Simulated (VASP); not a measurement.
# SnH4N2Cl2: single point with r2SCAN

SnH4N2Cl2:

```
Sn Cl N H
1.0
    -0.02996    3.76457    0.03049
     6.11574   -1.93160   -0.07882
     1.61544   -0.05813   -5.36552
Sn Cl N H
1 2 2 4
Direct
  0.98535 0.99765 0.00275
  0.88433 0.76467 0.75069
  0.12981 0.24381 0.24291
  0.59078 0.21932 0.75707
  0.37108 0.76394 0.23216
  0.60108 0.20570 0.56728
  0.40782 0.79511 0.41719
  0.69619 0.39823 0.76489
  0.30725 0.59399 0.21853
```

```yaml
Program: VASP 6.6.1
Task: single point
Functional: r2SCAN
Potentials_or_basis: VASP PAW PBE potentials, release 64 (Sn_d, Cl, N, H)
Cutoff: 520 eV
k_mesh: 5 × 3 × 4, shifted
Occupations: fermi-dirac, width 0.1 eV
Spin: no spin polarisation
Dipole_correction: no
Further_INCAR_settings: ALGO = Normal; EDIFF = 1e-06; NBANDS = 31
```

The pressure is -7.6 GPa. The largest force is 3.134 eV/Å and the band gap on the k mesh is 2.15 eV.

Forces in eV/Å, atoms in the order of the input:
```
Sn  -0.225 -0.184  0.364
Cl  -1.207 -0.027  0.940
Cl   0.655  0.027 -0.664
N    0.091  0.532 -0.115
N    2.441  0.450 -0.276
H    1.267 -0.283 -2.362
H   -2.078 -0.153  2.341
H   -2.854 -0.127  0.429
H    1.910 -0.236 -0.655
```

Stress tensor (GPa, compression positive):
```
 -3.95   0.56  -4.69
  0.56 -12.64  -0.70
 -4.69  -0.70  -6.23
```

Levels at points of the mesh, in eV from the valence-band top:
| k point | band 18 | band 19 | band 20 | band 21 | band 22 | band 23 | band 24 | band 25 |
| --- | --- | --- | --- | --- | --- | --- | --- | --- |
| (0.00, 0.17, 0.12) | -1.53 | -0.97 | -0.50 | 0.00 | 2.15 | 4.94 | 6.17 | 7.13 |

Wall time 5.8 min on 1 thread of Intel(R) Xeon(R) Platinum 8259CL CPU @ 2.50GHz (Skylake/Cascade Lake), on a shared host, peak memory 0.31 GiB.

Caveat: the cell stands under tension; the PAW data sets were made with another functional, which shifts forces and pressure a little; spin-orbit coupling is left out, which moves the levels of the heavy elements; a shifted mesh leaves out Γ, where band edges can lie. A k mesh can miss the band edges.
